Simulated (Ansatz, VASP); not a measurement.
**Two plane-wave programs on MgO**

```xyz
4
Lattice="3.4456 0.0000 0.0000 -1.7228 2.9840 0.0000 0.0000 0.0000 4.2153" Properties=species:S:1:pos:R:3 pbc="T T T"
Mg    1.7228    0.9947    3.1615
Mg    0.0000    1.9893    1.0538
O     1.7228    0.9947    1.0538
O     0.0000    1.9893    3.1615
```

Alike in both runs: task single point; functional PBE; k mesh 9 × 9 × 6; occupations gaussian, width 0.05 eV; no spin polarisation.

|  | VASP | Ansatz |
| --- | --- | --- |
| version | VASP 6.6.1 | Ansatz 0.2.0 |
| potentials or method | VASP PAW PBE potentials, release 64 (Mg, O), cutoff 520 eV | scalar-relativistic, plane waves, PAW |
| valence electrons in the cell | 16 | 32 |

|  | VASP | Ansatz | Ansatz less VASP |
| --- | --- | --- | --- |
| gap on the k mesh at the Fermi level (eV) | 3.49 | 3.51 | +0.021 |
| least direct gap on the mesh (eV) | 3.49 | 3.51 | +0.021 |
| pressure (GPa) | 6.2 | 6.7 | +0.55 |
| traceless stress, the component that is largest in VASP (GPa) | -2.00 | -1.85 | +0.149 |

VASP's potentials hold 16 valence electrons a cell and Ansatz's 32, so a difference there can come from the potentials and not from the codes.
